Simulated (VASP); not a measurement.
Ir, 1 atom in the cell. Symmetry: Immm, No. 71, orthorhombic system. Conventional cell: a = 2.688 Å, b = 2.742 Å, c = 3.839 Å, α = 90.00°, β = 90.00°, γ = 90.00°. Within 3.5 Å of Ir (site symmetry mmm) lie 12 Ir at 2.69 to 2.74 Å.  This cell differs from its parent crystal: strain -0.0200 x Voigt [0, 0, 0, 0, 0, 1].

| Quantity | Value |
| --- | --- |
| Program | VASP 6.6.1 |
| Task | single point |
| Functional | LDA |
| Potentials or basis | VASP PAW LDA potentials, release 64 (Ir_sv_GW) |
| Cutoff | 560 eV |
| k mesh | 22 × 22 × 22 |
| Occupations | gaussian, width 0.15 eV |
| Spin | no spin polarisation |
| Dipole correction | no |
| Further INCAR settings | ALGO = Normal; EDIFF = 1e-06; NBANDS = 14 |

Potentials or basis: VASP PAW LDA potentials, release 64 (Ir_sv_GW).

Run with:

```console
$ cat potpaw_LDA.64/Ir_sv_GW/POTCAR > POTCAR
$ mpirun -np 1 vasp_std > vasp.out
```

Hardware: 1 thread of Intel(R) Xeon(R) Platinum 8488C (Sapphire Rapids), on a shared host.

Task: How long does it take, and how much memory?

Result: It took 2.7 min on 1 thread of Intel(R) Xeon(R) Platinum 8488C (Sapphire Rapids), with other jobs on the host, peak memory 0.44 GiB. Counts: scf iterations 12, k points 1530.
